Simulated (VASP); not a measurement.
# TaN in VASP: a series of runs, part 2 of 2

VASP 6.6.1. Earlier steps stand in the parts before.

## Step 3: Single point, r2SCAN, collinear spin

File POSCAR:

```
TaN
1.0
    0.0000000000      2.3665051011      2.3665051011
    2.3665051011      0.0000000000      2.3665051011
    2.3665051011      2.3665051011      0.0000000000
Ta N
1 1
Direct
    0.0000000000      0.0000000000      0.0000000000
    0.2500000000      0.2500000000      0.2500000000
```

File INCAR.step1:

```
SYSTEM = TaN
PREC = Accurate
ENCUT = 660
ISMEAR = 0
SIGMA = 0.05
LREAL = .FALSE.
LASPH = .TRUE.
NELM = 200
ISPIN = 2
MAGMOM = 2 0
LMAXMIX = 4
NBANDS = 19
GGA = PE
ALGO = Normal
EDIFF = 1E-5
LWAVE = .TRUE.
LCHARG = .FALSE.
GGA_COMPAT = .FALSE.
```

File INCAR.step2:

```
SYSTEM = TaN
PREC = Accurate
ENCUT = 660
EDIFF = 1E-6
ISMEAR = 0
SIGMA = 0.05
LREAL = .FALSE.
LASPH = .TRUE.
NELM = 200
ALGO = Normal
ISIF = 2
LWAVE = .FALSE.
LCHARG = .FALSE.
ISPIN = 2
MAGMOM = 2 0
LORBIT = 11
LMAXMIX = 4
METAGGA = R2SCAN
LMIXTAU = .TRUE.
NBANDS = 19
ISTART = 1
GGA_COMPAT = .FALSE.
```

File KPOINTS:

```
Automatic mesh
0
G
  12 12 12
  0 0 0
```

Potentials or basis: VASP PAW PBE potentials, release 64 (Ta_pv, N).

The run is started by

```
> cat potpaw_PBE.64/Ta_pv/POTCAR potpaw_PBE.64/N/POTCAR > POTCAR
> cp INCAR.step1 INCAR
> mpirun -np 1 vasp_std > vasp.out
> cp INCAR.step2 INCAR
> mpirun -np 1 vasp_std > vasp.out
```

OUTCAR:

```text
SYSTEM = TaN
   PREC = Accurate
   ENCUT = 660
   EDIFF = 1E-6
   ISMEAR = 0
   LREAL = .FALSE.
   LASPH = .TRUE.
   NELM = 200
   ISIF = 2
   ISPIN = 2
   LORBIT = 11
   METAGGA = R2SCAN
   ISTART = 1

 ion  position               nearest neighbor table
   1  0.000  0.000  0.000-   2 2.05   2 2.05   2 2.05   2 2.05
   2  0.250  0.250  0.250-   1 2.05   1 2.05   1 2.05   1 2.05

  LATTYP: Found a face centered cubic cell.
 ALAT       =     4.7330102022

  Lattice vectors:

 A1 = (   0.0000000000,   2.3665051011,   2.3665051011)
 A2 = (   2.3665051011,   0.0000000000,   2.3665051011)
 A3 = (   2.3665051011,   2.3665051011,   0.0000000000)

Analysis of symmetry for initial positions (statically):
=====================================================================
 Subroutine PRICEL returns:
 Original cell was already a primitive cell.

 Routine SETGRP: Setting up the symmetry group for a
 face centered cubic supercell.

 Subroutine GETGRP returns: Found 24 space group operations
 (whereof 24 operations were pure point group operations)
 out of a pool of 48 trial point group operations.

The static configuration has the point symmetry T_d .

Analysis of symmetry for dynamics (positions and initial velocities):
=====================================================================
 Subroutine PRICEL returns:
 Original cell was already a primitive cell.

 Routine SETGRP: Setting up the symmetry group for a
 face centered cubic supercell.

 Subroutine GETGRP returns: Found 24 space group operations
 (whereof 24 operations were pure point group operations)
 out of a pool of 48 trial point group operations.

The dynamic configuration has the point symmetry T_d .

Analysis of structural, dynamic, and magnetic symmetry:
=====================================================================
 Subroutine PRICEL returns:
 Original cell was already a primitive cell.

 Routine SETGRP: Setting up the symmetry group for a
 face centered cubic supercell.

 Subroutine GETGRP returns: Found 24 space group operations
 (whereof 24 operations were pure point group operations)
 out of a pool of 48 trial point group operations.

The overall configuration has the point symmetry T_d .

 Subroutine INISYM returns: Found 24 space group operations
 (whereof 24 operations are pure point group operations),
 and found     1 'primitive' translations

----------------------------------------------------------------------------------------

                                     Primitive cell

  volume of cell :      26.5065

  direct lattice vectors                    reciprocal lattice vectors
     0.000000000  2.366505101  2.366505101    -0.211282029  0.211282029  0.211282029
     2.366505101  0.000000000  2.366505101     0.211282029 -0.211282029  0.211282029
     2.366505101  2.366505101  0.000000000     0.211282029  0.211282029 -0.211282029

  length of vectors
     3.346743609  3.346743609  3.346743609     0.365951209  0.365951209  0.365951209

  position of ions in fractional coordinates (direct lattice)
     0.000000000  0.000000000  0.000000000
     0.250000000  0.250000000  0.250000000

  ion indices of the primitive-cell ions
   primitive index   ion index
                 1           1
                 2           2

[... 65 lines left out ...]
   ISPIN  =      2    spin polarized calculation?
   LNONCOLLINEAR =      F non collinear calculations
   LSORBIT =      F    spin-orbit coupling
   LASPH  =      T    aspherical Exc in radial PAW
   ENCUT  =  660.0 eV  48.51 Ry    6.96 a.u.   7.01  7.01  7.01*2*pi/ulx,y,z
   NELM   =    200;   NELMIN=  2; NELMDL=  0     # of ELM steps
   EDIFF  = 0.1E-05   stopping-criterion for ELM
   LREAL  =      F    real-space projection
   EDIFFG = 0.1E-04   stopping-criterion for IOM
   NSW    =      0    number of steps for IOM
   IBRION =     -1    ionic relax: 0-MD 1-quasi-New 2-CG
   NFREE  =      0    steps in history (QN), initial steepest desc. (CG)
   ISIF   =      2    stress and relaxation
   ISYM   =      2    0-nonsym 1-usesym 2-fastsym
   POTIM  = 0.5000    time-step for ionic-motion
   TEBEG  =    0.0;   TEEND  =   0.0 temperature during run
   PSTRESS=    0.0 pullay stress
   NELECT =      16.0000    total number of electrons
   NUPDOWN=      -1.0000    fix difference up-down
   EMIN   =  10.00;   EMAX   =-10.00  energy-range for DOS
   EFERMI =   0.00;   METHOD = LEGACY
   ISMEAR =     0;   SIGMA  =   0.05  broadening in eV -4-tet -1-fermi 0-gaus
   EFERMI_NEDOS =   21; number of points for ismear=-14 and -15
   IALGO  =     38    algorithm
   IMIX   =      4    mixing-type and parameters
     AMIX     =   0.40;   BMIX     =  1.00
     AMIX_MAG =   1.60;   BMIX_MAG =  1.00
  volume/ion in A,a.u.               =      13.25        89.44
  Fermi-wavevector in a.u.,A,eV,Ry     =   1.383558  2.614546 26.044719  1.914233
  Thomas-Fermi vector in A             =   2.508145
   LORBIT       =     11    0 simple, 1 ext, 2 COOP (PROOUT), +10 PAW based schemes
   METAGGA = R2SCAN    functional components
   LHFCALC =     F    Hartree Fock is set to
   AEXX    =    0.0000 exact exchange contribution
   IVDW    =     0    specifies the selected vdW correction
   LEPSILON=     F    determine dielectric tensor
   LRPA    =     F    only Hartree local field effects (RPA)
 spin polarized calculation
 Gauss-broadening in eV      SIGMA  =   0.05
  energy-cutoff  :      660.00
  volume of cell :       26.51
 maximum number of plane-waves:      1036
   NGX = 13   NGY = 13   NGZ = 13

 number of electron      16.0000000 magnetization      -0.0000108

 number of electron      16.0000000 magnetization       0.0000001

 Free energy of the ion-electron system (eV)
  ---------------------------------------------------
  ext. energy  EPLUGINS =         0.00000000
  ---------------------------------------------------
  free energy    TOTEN  =       -59.37210362 eV

  energy without entropy =      -59.37002396  energy(sigma->0) =      -59.37106379

 E-fermi :   7.1054     XC(G=0): -12.8819

 val. band max:        7.1002873307   @ k =  -0.2500   0.4167   0.1667
 cond. band min:       7.1324754782   @ k =  -0.3333   0.4167   0.1667
 fundamental gap:      0.0321881475
 Fermi energy:         7.1054095021

 spin component 1

 k-point     1 :       0.0000    0.0000    0.0000
  band No.  band energies     occupation
      1     -29.9829      1.00000
      2     -29.9829      1.00000
      3     -29.9829      1.00000
      4     -11.7387      1.00000
      5      -0.4626      1.00000
      6      -0.4626      1.00000
[... 517 lines left out ...]
     18      25.1198      0.00000
     19      28.6091      0.00000

 [... further k-points ...]

 spin component 2

 k-point     1 :       0.0000    0.0000    0.0000
  band No.  band energies     occupation
      1     -29.9829      1.00000
      2     -29.9829      1.00000
      3     -29.9829      1.00000
      4     -11.7387      1.00000
      5      -0.4626      1.00000
      6      -0.4626      1.00000
[... 517 lines left out ...]
     18      25.1198      0.00000
     19      28.6091      0.00000

 [... further k-points ...]

------------------------ aborting loop because EDIFF is reached ----------------------------------------

  FORCE on cell =-STRESS in cart. coord.  units (eV):
  Direction    XX          YY          ZZ          XY          YZ          ZX
  --------------------------------------------------------------------------------------
  -------------------------------------------------------------------------------------
  Total        0.1906928      0.1906928      0.1906928      0.0000000      0.0000000      0.0000000
  in kB       11.5263689     11.5263689     11.5263689      0.0000000      0.0000000      0.0000000
  external PRESSURE =      11.5263689 kB  Pullay stress =       0.0000000 kB

 VOLUME and BASIS-vectors are now :
 -----------------------------------------------------------------------------
  energy-cutoff  :      660.00
  volume of cell :       26.51
      direct lattice vectors                 reciprocal lattice vectors
     0.000000000  2.366505101  2.366505101    -0.211282029  0.211282029  0.211282029
     2.366505101  0.000000000  2.366505101     0.211282029 -0.211282029  0.211282029
     2.366505101  2.366505101  0.000000000     0.211282029  0.211282029 -0.211282029

 POSITION                                       TOTAL-FORCE (eV/Angst)
 -----------------------------------------------------------------------------------
      0.00000      0.00000      0.00000        -0.000000     -0.000000     -0.000000
      1.18325      1.18325      1.18325         0.000000      0.000000      0.000000
 -----------------------------------------------------------------------------------
    total drift:                               -0.000000     -0.000000     -0.000000

  FREE ENERGIE OF THE ION-ELECTRON SYSTEM (eV)
  ---------------------------------------------------
  free  energy   TOTEN  =       -59.3721036157 eV

  energy  without entropy=      -59.3700239576  energy(sigma->0) =      -59.37106379

 total charge

# of ion       s       p       d       tot
------------------------------------------
    1        0.317   6.241   2.385   8.943
    2        1.262   2.557   0.000   3.819
--------------------------------------------------
tot          1.579   8.798   2.385  12.762

 magnetization (x)

# of ion       s       p       d       tot
------------------------------------------
    1       -0.000   0.000   0.000   0.000
    2        0.000   0.000   0.000   0.000
--------------------------------------------------
tot         -0.000   0.000   0.000   0.000
```

Wall time 2.4 min (1 thread of Intel Xeon 6975P-C (Granite Rapids), shared host); peak memory 0.24 GiB.

Results:

```yaml
Free_energy: -59.3721 eV
Pressure: 1.2 GPa
Band_gap_on_the_k_mesh: zero (filled and empty bands overlap)
Net_moment: 0.00 μB per cell
Valence_electrons_inside_the_program's_atomic_spheres: Ta 8.94; N 3.82
```

Levels at points of the mesh, in eV from the Fermi level:
Spin up:
```tsv
k point	band 5	band 6	band 7	band 8	band 9	band 10	band 11	band 12
(0.00, 0.00, 0.00)	-7.57	-7.57	-7.57	-1.23	0.50	0.50	5.93	5.93
(0.50, 0.00, 0.00)	-7.53	-6.85	-6.85	0.26	1.18	1.18	4.12	4.12
(0.50, 0.50, 0.00)	-8.90	-5.29	-5.29	-2.72	1.12	2.32	3.11	3.11
```
Spin down:
```tsv
k point	band 5	band 6	band 7	band 8	band 9	band 10	band 11	band 12
(0.00, 0.00, 0.00)	-7.57	-7.57	-7.57	-1.23	0.50	0.50	5.93	5.93
(0.50, 0.00, 0.00)	-7.53	-6.85	-6.85	0.26	1.18	1.18	4.12	4.12
(0.50, 0.50, 0.00)	-8.90	-5.29	-5.29	-2.72	1.12	2.32	3.11	3.11
```

Caveat: the PAW data sets were made with another functional, which shifts forces and pressure a little; spin-orbit coupling is left out, which moves the levels of the heavy elements.

## Step 4: Single point, r2SCAN, collinear spin

This run uses another cell than the first one, of 13.46 Å³/atom.

File POSCAR:

```
TaN
1.0
    0.0000000000      2.3789699740      2.3789699740
    2.3789699740      0.0000000000      2.3789699740
    2.3789699740      2.3789699740      0.0000000000
Ta N
1 1
Direct
    0.0000000000      0.0000000000      0.0000000000
    0.2500000000      0.2500000000      0.2500000000
```

File INCAR.step1:

```
PREC     = Accurate       # precision mode
ENCUT    = 660            # plane-wave cutoff, eV
ISMEAR   = 0              # smearing method
SIGMA    = 0.05           # smearing width, eV
LREAL    = F              # projectors in reciprocal space
LASPH    = T              # aspherical terms in the spheres
NELM     = 200            # most SCF steps
ISPIN    = 2              # spin polarisation
MAGMOM   = 2 0            # initial moments
LMAXMIX  = 4              # l up to which the mixer works
NBANDS   = 19             # bands
GGA      = PE             # functional
ALGO     = Normal         # electronic algorithm
EDIFF    = 1E-5           # SCF threshold, eV
LWAVE    = T              # write WAVECAR
LCHARG   = F              # write CHGCAR
GGA_COMPAT= F
```

File INCAR.step2:

```
PREC     = Accurate       # precision mode
ENCUT    = 660            # plane-wave cutoff, eV
EDIFF    = 1E-6           # SCF threshold, eV
ISMEAR   = 0              # smearing method
SIGMA    = 0.05           # smearing width, eV
LREAL    = F              # projectors in reciprocal space
LASPH    = T              # aspherical terms in the spheres
NELM     = 200            # most SCF steps
ALGO     = Normal         # electronic algorithm
ISIF     = 2              # what is computed and relaxed
LWAVE    = F              # write WAVECAR
LCHARG   = T              # write CHGCAR
ISPIN    = 2              # spin polarisation
MAGMOM   = 2 0            # initial moments
LORBIT   = 11             # projections on sites
LMAXMIX  = 4              # l up to which the mixer works
METAGGA  = R2SCAN         # meta-GGA
LMIXTAU  = T            
LELF     = T              # ELF
LVHAR    = T            
NBANDS   = 19             # bands
ISTART   = 1            
GGA_COMPAT= F
```

File KPOINTS:

```
regular mesh
0
Gamma
  12 12 12
```

The run is started by

```
> cat potpaw_PBE.64/Ta_pv/POTCAR potpaw_PBE.64/N/POTCAR > POTCAR
> cp INCAR.step1 INCAR
> mpirun -np 1 vasp_std > vasp.out
> cp INCAR.step2 INCAR
> mpirun -np 1 vasp_std > vasp.out
```

Wall time 2.2 min (1 thread of Intel Xeon 6975P-C (Granite Rapids), shared host); peak memory 0.24 GiB.

The run converged. Its results:

- Free energy: -59.3699 eV
- Pressure: -3.0 GPa
- Band gap on the k mesh: zero (filled and empty bands overlap)
- Net moment: 0.00 μB per cell
- Valence electrons inside the program's atomic spheres: Ta 8.91; N 3.81

Levels at points of the mesh, in eV from the Fermi level:
Spin up:
```csv
k point,band 6,band 7,band 8,band 9,band 10,band 11
"(0.00, 0.00, 0.00)",-7.46,-7.46,-1.25,0.49,0.49,5.83
"(0.50, 0.00, 0.00)",-6.76,-6.76,0.25,1.15,1.15,4.04
"(0.50, 0.50, 0.00)",-5.24,-5.24,-2.69,1.09,2.27,3.05
```
Spin down:
| k point | band 4 | band 5 | band 6 | band 7 | band 8 | band 9 | band 10 | band 11 | band 12 | band 13 |
| --- | --- | --- | --- | --- | --- | --- | --- | --- | --- | --- |
| (0.00, 0.00, 0.00) | -18.73 | -7.46 | -7.46 | -7.46 | -1.25 | 0.49 | 0.49 | 5.83 | 5.83 | 5.83 |
| (0.50, 0.00, 0.00) | -17.57 | -7.46 | -6.76 | -6.76 | 0.25 | 1.15 | 1.15 | 4.04 | 4.04 | 4.20 |
| (0.50, 0.50, 0.00) | -17.18 | -8.77 | -5.24 | -5.24 | -2.69 | 1.09 | 2.27 | 3.05 | 3.05 | 9.63 |

Caveat: the PAW data sets were made with another functional, which shifts forces and pressure a little; spin-orbit coupling is left out, which moves the levels of the heavy elements.

## Step 5: Single point, r2SCAN, collinear spin (atom 2 (N) moved 0.02 Å along y)

File POSCAR:

```
TaN
1.0
    0.0000000000      2.3665051011      2.3665051011
    2.3665051011      0.0000000000      2.3665051011
    2.3665051011      2.3665051011      0.0000000000
Ta N
1 1
Direct
    0.0000000000      0.0000000000      0.0000000000
    0.2542256406      0.2457743594      0.2542256406
```

File INCAR.step1:

```
SYSTEM = TaN
PREC = Accurate ; ENCUT = 660
ISMEAR = 0 ; SIGMA = 0.05
LREAL = .FALSE. ; LASPH = .TRUE.
NELM = 200 ; ISPIN = 2
MAGMOM = 0.05 0 ; LMAXMIX = 4
NBANDS = 19 ; GGA = PE
ALGO = Normal ; EDIFF = 1E-5
LWAVE = .TRUE. ; LCHARG = .FALSE.
GGA_COMPAT = .FALSE.
```

File INCAR.step2:

```
SYSTEM = TaN
PREC = Accurate ; ENCUT = 660
EDIFF = 1E-6 ; ISMEAR = 0
SIGMA = 0.05 ; LREAL = .FALSE.
LASPH = .TRUE. ; NELM = 200
ALGO = Normal ; ISIF = 2
LWAVE = .FALSE. ; LCHARG = .FALSE.
ISPIN = 2 ; MAGMOM = 0.05 0
LORBIT = 11 ; LMAXMIX = 4
METAGGA = R2SCAN ; LMIXTAU = .TRUE.
NBANDS = 19 ; ISTART = 1
GGA_COMPAT = .FALSE.
```

File KPOINTS:

```
regular mesh
0
G
  12 12 12
  0 0 0
```

The run is started by

```
> cat potpaw_PBE.64/Ta_pv/POTCAR potpaw_PBE.64/N/POTCAR > POTCAR
> cp INCAR.step1 INCAR
> mpirun -np 1 vasp_std > vasp.out
> cp INCAR.step2 INCAR
> mpirun -np 1 vasp_std > vasp.out
```

Wall time 9.2 min (1 thread of Intel Xeon 6975P-C (Granite Rapids), shared host); peak memory 0.42 GiB.

It converged, with:

* Free energy: -59.3709 eV
* Pressure: 1.2 GPa
* Largest force: 0.107 eV/Å
* Band gap on the k mesh: zero (filled and empty bands overlap)
* Net moment: 0.00 μB per cell
* Valence electrons inside the program's atomic spheres: Ta 8.94; N 3.82

Forces in eV/Å, atoms in the order of the input:
```
Ta   0.000  0.107  0.000
N    0.000 -0.107  0.000
```

Stress tensor (GPa, compression positive):
```
 1.24  0.00 -1.47
 0.00  1.17  0.00
-1.47  0.00  1.24
```

Levels at points of the mesh, in eV from the Fermi level:
Spin up:
```
           k point  band 4  band 5  band 6  band 7  band 8  band 9  band 10  band 11  band 12  band 13
(0.00, 0.00, 0.00)  -18.85   -7.61   -7.57   -7.53   -1.23    0.49     0.49     5.78     5.93     6.07
(0.50, 0.00, 0.00)  -17.63   -7.53   -6.83   -6.79    0.18    1.10     1.24     4.00     4.02     4.26
(0.00, 0.50, 0.00)  -17.68   -7.53   -6.91   -6.87    0.34    1.11     1.24     4.15     4.21     4.30
(0.50, 0.50, 0.00)  -17.25   -8.90   -5.29   -5.29   -2.72    1.12     2.32     3.11     3.11     9.69
(0.50, 0.00, 0.50)  -17.25   -8.90   -5.33   -5.25   -2.73    1.12     2.32     3.06     3.16     9.69
```
Spin down:
```csv
k point,band 4,band 5,band 6,band 7,band 8,band 9,band 10,band 11,band 12,band 13
"(0.00, 0.00, 0.00)",-18.85,-7.61,-7.57,-7.53,-1.23,0.49,0.49,5.78,5.93,6.07
"(0.50, 0.00, 0.00)",-17.63,-7.53,-6.83,-6.79,0.18,1.10,1.24,4.00,4.02,4.26
"(0.00, 0.50, 0.00)",-17.68,-7.53,-6.91,-6.87,0.34,1.11,1.24,4.15,4.21,4.30
"(0.50, 0.50, 0.00)",-17.25,-8.90,-5.29,-5.29,-2.72,1.12,2.32,3.11,3.11,9.69
"(0.50, 0.00, 0.50)",-17.25,-8.90,-5.33,-5.25,-2.73,1.12,2.32,3.06,3.16,9.69
```

Caveat: the cell differs from its parent crystal (atom 2 (N) moved 0.02 Å along y); the PAW data sets were made with another functional, which shifts forces and pressure a little; spin-orbit coupling is left out, which moves the levels of the heavy elements.

## Step 6: Summary

| cell | smearing | gap on the mesh (eV) | pressure (GPa) | moment (μB) |
| --- | --- | --- | --- | --- |
| a = 3.347 Å, angles 60.0°, 2 atoms, atomic positions A | methfessel-paxton 0.005 eV | none | 1.1 | 0.01 |
| a = 3.347 Å, angles 60.0°, 2 atoms, atomic positions A | gaussian 0.05 eV | none | 1.2 | 0.00 |
| a = 3.364 Å, angles 60.0°, 2 atoms, atomic positions A | gaussian 0.05 eV | none | -3.0 | 0.00 |
| a = 3.347 Å, angles 60.0°, 2 atoms, atomic positions B | gaussian 0.05 eV | none | 1.2 | 0.00 |

Alike in all rows: task single point; level r2SCAN; potentials or basis VASP PAW PBE potentials, release 64 (Ta_pv, N); spin collinear; k mesh 12 × 12 × 12; cutoff (eV) 660.

Caveats: the PAW data sets were made with another functional, which shifts forces and pressure a little; spin-orbit coupling is left out, which moves the levels of the heavy elements.

Absolute energies hang on the potentials; compare differences alone.
